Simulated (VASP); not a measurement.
**K4Ru: single point with PBE**

The system is K4Ru.

```
CELL_PARAMETERS angstrom
6.33846 0.00000 0.00000
0.00000 6.33846 0.00000
0.00000 0.00000 6.33846
ATOMIC_POSITIONS crystal
K 0.50000 0.00000 0.00000
K 0.00000 0.50000 0.00000
K 0.00000 0.00000 0.50000
K 0.50000 0.50000 0.50000
Ru 0.00000 0.00000 0.00000
```

- Program: VASP 6.6.1
- Task: single point
- Functional: PBE
- Potentials or basis: VASP PAW PBE potentials, release 64 (K_sv, Ru_pv)
- Cutoff: 520 eV
- k mesh: 6 × 6 × 6
- Occupations: gaussian, width 0.1 eV
- Spin: no spin polarisation
- Dipole correction: no
- Further INCAR settings: ALGO = Normal; EDIFF = 1e-06; NBANDS = 33

```yaml
Pressure: 0.0 GPa
Band_gap_on_the_k_mesh: zero (band 25 reaches 0.55 eV, above the bottom of band 26 at 0.49 eV)
```

Levels at points of the mesh, in eV from the Fermi level:
```csv
k point,band 21,band 22,band 23,band 24,band 25,band 26,band 27,band 28,band 29,band 30
"(0.00, 0.00, 0.00)",-0.38,-0.38,-0.33,-0.33,-0.33,0.38,1.45,1.45,1.84,1.84
"(0.50, 0.00, 0.00)",-0.94,-0.34,-0.31,-0.27,-0.27,0.01,1.33,1.83,2.04,2.04
"(0.50, 0.50, 0.00)",-0.52,-0.25,-0.25,-0.03,0.02,0.02,0.06,0.57,2.39,2.74
"(0.50, 0.50, 0.50)",-0.27,-0.27,-0.10,0.07,0.07,0.61,0.61,0.61,0.65,1.46
```

Run time: 89 s on 1 thread of Intel(R) Xeon(R) 6975P-C (Granite Rapids), on a shared host, peak memory 0.4 GiB.
